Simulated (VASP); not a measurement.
Crystal: Ir.

```
CELL_PARAMETERS angstrom
2.66884 0.00000 0.00000
-1.33442 2.31128 0.00000
0.00000 0.00000 4.46229
ATOMIC_POSITIONS crystal
Ir 0.66667 0.33333 0.75000
Ir 0.33333 0.66667 0.25000
```

This cell differs from its parent crystal: strain -0.030 along x and y, +0.000 along z.

Base run:

| Item | Value |
| --- | --- |
| Program | VASP 6.6.1 |
| Functional | PBEsol |
| Potentials or basis | VASP PAW PBE potentials, release 64 (Ir) |
| Cutoff | 520 eV |
| k mesh | 18 × 18 × 12 |
| Occupations | gaussian, width 0.15 eV |
| Spin | no spin polarisation |

Its results: band gap on the k mesh zero (band 9 reaches 12.06 eV, above the bottom of band 10 at 8.36 eV); pressure 11.7 GPa.

The run is repeated on the same cell with these changes: potentials or basis from VASP PAW PBE potentials, release 64 (Ir) to VASP PAW PBE potentials, release 64 (Ir_sv_GW); cutoff from 520 eV to 500 eV; further incar settings from ALGO = Normal; EDIFF = 1e-06; NBANDS = 16 to ALGO = Normal; EDIFF = 1e-06; NBANDS = 24; valence electrons from 18 to 34. What comes out?

Band gap on the k mesh zero (band 17 reaches 14.61 eV, above the bottom of band 18 at 10.91 eV); pressure 7.3 GPa.

Caveats: the PAW data sets were made with another functional, which shifts forces and pressure a little; spin-orbit coupling is left out, which moves the levels of the heavy elements.
